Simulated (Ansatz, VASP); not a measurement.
**One calculation of As, two programs**

```
As
1.0
     1.86456   -5.43783    0.00000
     1.86456    5.43783    0.00000
     0.00000    0.00000    4.28622
As
4
Direct
  0.11192 0.88808 0.94439
  0.61192 0.38808 0.55561
  0.88808 0.11192 0.05561
  0.38808 0.61192 0.44439
```

Alike in both runs: functional PBEsol; k mesh 9 × 9 × 7; occupations fermi-dirac, width 0.1 eV; no spin polarisation.

Ansatz relaxed the structure, and its values are those at the end. VASP's run is a single point on that final structure, the one shown.

|  | VASP | Ansatz |
| --- | --- | --- |
| version | VASP 6.6.1 | Ansatz 0.2.0 |
| potentials or method | VASP PAW PBE potentials, release 64 (As), cutoff 520 eV | plane waves (420 eV) with PAW, scalar-relativistic |
| valence electrons in the cell | 20 | 60 |

|  | VASP | Ansatz | Ansatz less VASP |
| --- | --- | --- | --- |
| pressure (GPa) | 0.4 | 0.0 | -0.43 |
| rms of the force components (eV/Å) | 0.040 | 0.002 | -0.0386 |

VASP's potentials were made for PBE, not for PBEsol, and Ansatz warns of the same on its side. With one functional, cell and mesh, what is left measures potentials, basis and numerics. VASP's potentials hold 20 valence electrons a cell and Ansatz's 60, so a difference there can come from the potentials and not from the codes.
